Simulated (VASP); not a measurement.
# P (Fm-3m) in VASP: notebook

P is run at these levels: r2SCAN; tasks: single point.

Everything below comes from runs of VASP 6.6.1. Logs are shortened: lines on timing, memory, paths and dates and some standing lists are left out, and cuts for length are marked.

## (1) The cell of the first run

The structure is cubic, space group Fm-3m (No. 225). The conventional cell has a = 3.518 Å, b = 3.518 Å, c = 3.518 Å, α = 90.00°, β = 90.00°, γ = 90.00°. Within 3.3 Å of P (site symmetry m-3m) lie 12 P at 2.49 Å.

This isn't the form of P at room conditions, which is orthorhombic.

## (2) Single point, r2SCAN

POSCAR

```
P
1.0
    0.0000000000      1.7591794342      1.7591794342
    1.7591794342      0.0000000000      1.7591794342
    1.7591794342      1.7591794342      0.0000000000
P
1
Direct
    0.0000000000      0.0000000000      0.0000000000
```

INCAR.step1

```
SYSTEM = P
ALGO = Normal
EDIFF = 1E-5
ENCUT = 550
GGA = PE
GGA_COMPAT = .FALSE.
ISMEAR = 1
LASPH = .TRUE.
LCHARG = .FALSE.
LREAL = .FALSE.
LWAVE = .TRUE.
NBANDS = 8
NELM = 120
PREC = Accurate
SIGMA = 0.05
```

INCAR.step2

```
SYSTEM = P
ALGO = Normal
EDIFF = 1E-6
ENCUT = 550
GGA_COMPAT = .FALSE.
ISIF = 2
ISMEAR = 1
ISTART = 1
LASPH = .TRUE.
LCHARG = .FALSE.
LMIXTAU = .TRUE.
LREAL = .FALSE.
LWAVE = .FALSE.
METAGGA = R2SCAN
NBANDS = 8
NELM = 120
PREC = Accurate
SIGMA = 0.05
```

KPOINTS

```
k-points
0
G
  18 18 18
  0 0 0
```

Potentials or basis: VASP PAW PBE potentials, release 64 (P).

Command:

```bash
cat potpaw_PBE.64/P/POTCAR > POTCAR
cp INCAR.step1 INCAR
mpirun -np 1 vasp_std > vasp.out
cp INCAR.step2 INCAR
mpirun -np 1 vasp_std > vasp.out
```

OUTCAR:

```text
SYSTEM = P
   EDIFF = 1E-6
   ENCUT = 550
   ISIF = 2
   ISMEAR = 1
   ISTART = 1
   LASPH = .TRUE.
   LREAL = .FALSE.
   METAGGA = R2SCAN
   NELM = 120
   PREC = Accurate

 ion  position               nearest neighbor table
   1  0.000  0.000  0.000-

  LATTYP: Found a face centered cubic cell.
 ALAT       =     3.5183588684

  Lattice vectors:

 A1 = (   0.0000000000,   1.7591794342,   1.7591794342)
 A2 = (   1.7591794342,   0.0000000000,   1.7591794342)
 A3 = (   1.7591794342,   1.7591794342,   0.0000000000)

Analysis of symmetry for initial positions (statically):
=====================================================================
 Subroutine PRICEL returns:
 Original cell was already a primitive cell.

 Routine SETGRP: Setting up the symmetry group for a
 face centered cubic supercell.

 Subroutine GETGRP returns: Found 48 space group operations
 (whereof 48 operations were pure point group operations)
 out of a pool of 48 trial point group operations.

The static configuration has the point symmetry O_h .

Analysis of symmetry for dynamics (positions and initial velocities):
=====================================================================
 Subroutine PRICEL returns:
 Original cell was already a primitive cell.

 Routine SETGRP: Setting up the symmetry group for a
 face centered cubic supercell.

 Subroutine GETGRP returns: Found 48 space group operations
 (whereof 48 operations were pure point group operations)
 out of a pool of 48 trial point group operations.

The dynamic configuration has the point symmetry O_h .

 Subroutine INISYM returns: Found 48 space group operations
 (whereof 48 operations are pure point group operations),
 and found     1 'primitive' translations

----------------------------------------------------------------------------------------

                                     Primitive cell

  volume of cell :      10.8883

  direct lattice vectors                    reciprocal lattice vectors
     0.000000000  1.759179434  1.759179434    -0.284223423  0.284223423  0.284223423
     1.759179434  0.000000000  1.759179434     0.284223423 -0.284223423  0.284223423
     1.759179434  1.759179434  0.000000000     0.284223423  0.284223423 -0.284223423

  length of vectors
     2.487855414  2.487855414  2.487855414     0.492289409  0.492289409  0.492289409

  position of ions in fractional coordinates (direct lattice)
     0.000000000  0.000000000  0.000000000

  ion indices of the primitive-cell ions
   primitive index   ion index
                 1           1

----------------------------------------------------------------------------------------

 KPOINTS: k-points

Automatic generation of k-mesh.
 Grid dimensions read from file:
 generate k-points for:   18   18   18

 Generating k-lattice:

  Cartesian coordinates                     Fractional coordinates (reciprocal lattice)
    -0.015790190  0.015790190  0.015790190     0.055555556  0.000000000  0.000000000
     0.015790190 -0.015790190  0.015790190     0.000000000  0.055555556  0.000000000
     0.015790190  0.015790190 -0.015790190     0.000000000  0.000000000  0.055555556

  Length of vectors
     0.027349412  0.027349412  0.027349412

  Shift w.r.t. Gamma in fractional coordinates (k-lattice)
     0.000000000  0.000000000  0.000000000

 Subroutine IBZKPT returns following result:
 ===========================================

 Found    195 irreducible k-points:

 Following reciprocal coordinates:
            Coordinates               Weight
  0.000000  0.000000  0.000000      1.000000
  0.055556  0.000000  0.000000      8.000000
  0.111111  0.000000  0.000000      8.000000
  0.166667  0.000000  0.000000      8.000000
  0.222222  0.000000  0.000000      8.000000
  0.277778  0.000000  0.000000      8.000000
[... 16 lines left out ...]
 -0.277778  0.055556  0.000000     24.000000
 -0.222222  0.055556  0.000000     24.000000
 [... further k-points ...]
   k-points           NKPTS =    195   k-points in BZ     NKDIM =    195   number of bands    NBANDS=      8
   number of dos      NEDOS =    301   number of ions     NIONS =      1
   total plane-waves  NPLWV =   8000
   dimension x,y,z NGX =    20 NGY =   20 NGZ =   20
   dimension x,y,z NGXF=    40 NGYF=   40 NGZF=   40
   ions per type =               1
   NGX,Y,Z   is equivalent  to a cutoff of  13.36, 13.36, 13.36 a.u.
   NGXF,Y,Z  is equivalent  to a cutoff of  26.73, 26.73, 26.73 a.u.
 SYSTEM =  P
   PREC   = accura    normal or accurate (medium, high low for compatibility)
   ISTART =      1    job   : 0-new  1-cont  2-samecut
   ICHARG =      0    charge: 1-file 2-atom 10-const
   ISPIN  =      1    spin polarized calculation?
   LNONCOLLINEAR =      F non collinear calculations
   LSORBIT =      F    spin-orbit coupling
   LASPH  =      T    aspherical Exc in radial PAW
   ENCUT  =  550.0 eV  40.42 Ry    6.36 a.u.   4.76  4.76  4.76*2*pi/ulx,y,z
   NELM   =    120;   NELMIN=  2; NELMDL=  0     # of ELM steps
   EDIFF  = 0.1E-05   stopping-criterion for ELM
   LREAL  =      F    real-space projection
   EDIFFG = 0.1E-04   stopping-criterion for IOM
   NSW    =      0    number of steps for IOM
   IBRION =     -1    ionic relax: 0-MD 1-quasi-New 2-CG
   NFREE  =      0    steps in history (QN), initial steepest desc. (CG)
   ISIF   =      2    stress and relaxation
   ISYM   =      2    0-nonsym 1-usesym 2-fastsym
   POTIM  = 0.5000    time-step for ionic-motion
   TEBEG  =    0.0;   TEEND  =   0.0 temperature during run
   PSTRESS=    0.0 pullay stress
   NELECT =       5.0000    total number of electrons
   NUPDOWN=      -1.0000    fix difference up-down
   EMIN   =  10.00;   EMAX   =-10.00  energy-range for DOS
   EFERMI =   0.00;   METHOD = LEGACY
   ISMEAR =     1;   SIGMA  =   0.05  broadening in eV -4-tet -1-fermi 0-gaus
   EFERMI_NEDOS =   21; number of points for ismear=-14 and -15
   IALGO  =     38    algorithm
   IMIX   =      4    mixing-type and parameters
     AMIX     =   0.40;   BMIX     =  1.00
     AMIX_MAG =   1.60;   BMIX_MAG =  1.00
  volume/ion in A,a.u.               =      10.89        73.48
  Fermi-wavevector in a.u.,A,eV,Ry     =   1.263023  2.386768 21.704393  1.595228
  Thomas-Fermi vector in A             =   2.396401
   LORBIT       =      0    0 simple, 1 ext, 2 COOP (PROOUT), +10 PAW based schemes
   METAGGA = R2SCAN    functional components
   LHFCALC =     F    Hartree Fock is set to
   AEXX    =    0.0000 exact exchange contribution
   IVDW    =     0    specifies the selected vdW correction
   LEPSILON=     F    determine dielectric tensor
   LRPA    =     F    only Hartree local field effects (RPA)
 non-spin polarized calculation
 Methfessel and Paxton  Order N= 1 SIGMA  =   0.05
  energy-cutoff  :      550.00
  volume of cell :       10.89
 maximum number of plane-waves:       332
   NGX =  9   NGY =  9   NGZ =  9

 number of electron       5.0000001 magnetization

 Free energy of the ion-electron system (eV)
  ---------------------------------------------------
  ext. energy  EPLUGINS =         0.00000000
  ---------------------------------------------------
  free energy    TOTEN  =        -7.43887048 eV

  energy without entropy =       -7.43877439  energy(sigma->0) =       -7.43883845

 E-fermi :  14.4394     XC(G=0): -13.7261

 val. band max:       14.4266117276   @ k =  -0.3889   0.3333   0.1111
 cond. band min:      14.4611373763   @ k =   0.5000   0.3333   0.1111
 fundamental gap:      0.0345256487
 Fermi energy:        14.4393509417

 k-point     1 :       0.0000    0.0000    0.0000
  band No.  band energies     occupation
      1      -6.4275      2.00000
      2      24.9877      0.00000
      3      24.9877      0.00000
      4      24.9877      0.00000
      5      27.1861      0.00000
      6      27.1861      0.00000
      7      27.1861      0.00000
      8      34.6494      0.00000

 k-point     2 :       0.0556    0.0000    0.0000
  band No.  band energies     occupation
      1      -6.3144      2.00000
      2      23.3305      0.00000
      3      24.5674      0.00000
      4      24.5674      0.00000
      5      27.7387      0.00000
      6      27.7387      0.00000
      7      27.9557      0.00000
      8      35.1429      0.00000

 k-point     3 :       0.1111    0.0000    0.0000
  band No.  band energies     occupation
      1      -5.9755      2.00000
      2      20.5740      0.00000
      3      23.8430      0.00000
      4      23.8430      0.00000
      5      28.4777      0.00000
      6      28.7839      0.00000
      7      28.7839      0.00000
      8      34.1219      0.00000

 k-point     4 :       0.1667    0.0000    0.0000
  band No.  band energies     occupation
      1      -5.4118      2.00000
      2      17.6568      0.00000
      3      23.1801      0.00000
      4      23.1801      0.00000
      5      28.5824      0.00000
      6      29.5578      0.00000
      7      29.5578      0.00000
      8      33.4678      0.00000

 k-point     5 :       0.2222    0.0000    0.0000
  band No.  band energies     occupation
      1      -4.6251      2.00000
      2      14.7771     -0.00000
      3      22.6549      0.00000
      4      22.6549      0.00000
      5      28.5432      0.00000
      6      29.2864      0.00000
      7      29.2864      0.00000
      8      34.1159      0.00000
[... 177 lines left out ...]
 k-point    22 :      -0.3333    0.0556    0.0000
  band No.  band energies     occupation
      1      -1.8402      2.00000
      2       8.6596      2.00000
      3      20.2769      0.00000
      4      22.5834      0.00000
      5      26.7324      0.00000
      6      27.4768      0.00000
      7      29.1102      0.00000
      8      35.3928      0.00000

 k-point    23 :      -0.2778    0.0556    0.0000
  band No.  band energies     occupation
      1      -3.1345      2.00000
      2      11.2123      2.00000
      3      20.3647      0.00000
      4      23.0631      0.00000
      5      27.3857      0.00000
      6      28.5297      0.00000
      7      29.0608      0.00000
      8      34.9712      0.00000

 k-point    24 :      -0.2222    0.0556    0.0000
  band No.  band energies     occupation
      1      -4.2140      2.00000
      2      13.9254      2.00000
      3      20.6292      0.00000
      4      23.5729      0.00000
      5      28.2070      0.00000
      6      29.0415      0.00000
      7      29.6342      0.00000
      8      33.1477      0.00000

 [... further k-points ...]

------------------------ aborting loop because EDIFF is reached ----------------------------------------

  FORCE on cell =-STRESS in cart. coord.  units (eV):
  Direction    XX          YY          ZZ          XY          YZ          ZX
  --------------------------------------------------------------------------------------
  -------------------------------------------------------------------------------------
  Total        3.0210239      3.0210239      3.0210239     -0.0000000     -0.0000000      0.0000000
  in kB      444.5333316    444.5333316    444.5333316     -0.0000000     -0.0000000      0.0000000
  external PRESSURE =     444.5333316 kB  Pullay stress =       0.0000000 kB

 VOLUME and BASIS-vectors are now :
 -----------------------------------------------------------------------------
  energy-cutoff  :      550.00
  volume of cell :       10.89
      direct lattice vectors                 reciprocal lattice vectors
     0.000000000  1.759179434  1.759179434    -0.284223423  0.284223423  0.284223423
     1.759179434  0.000000000  1.759179434     0.284223423 -0.284223423  0.284223423
     1.759179434  1.759179434  0.000000000     0.284223423  0.284223423 -0.284223423

 POSITION                                       TOTAL-FORCE (eV/Angst)
 -----------------------------------------------------------------------------------
      0.00000      0.00000      0.00000         0.000000      0.000000      0.000000
 -----------------------------------------------------------------------------------
    total drift:                               -0.000000      0.000000     -0.000000

  FREE ENERGIE OF THE ION-ELECTRON SYSTEM (eV)
  ---------------------------------------------------
  free  energy   TOTEN  =        -7.4388704787 eV

  energy  without entropy=       -7.4387743922  energy(sigma->0) =       -7.43883845
```

It took 25 s on 1 thread of Intel Xeon 6975P-C (Granite Rapids), shared host; peak memory 0.13 GiB.

What came out:

```
Free energy            : -7.4389 eV
Pressure               : 44.5 GPa
Band gap on the k mesh : zero (an odd number of electrons rules out a gap without spin polarisation)
```

Levels at points of the mesh, in eV from the Fermi level:
```tsv
k point	band 1	band 2	band 3	band 4	band 5	band 6
(0.00, 0.00, 0.00)	-20.87	10.55	10.55	10.55	12.75	12.75
(0.50, 0.00, 0.00)	-12.38	-11.30	7.45	7.45	11.46	11.46
(0.50, 0.50, 0.00)	-9.45	-8.40	1.07	1.07	3.37	6.32
```

Caveat: the cell stands under pressure; the PAW data sets were made with another functional, which shifts forces and pressure a little.

(Part 1 of 2 ends here.)
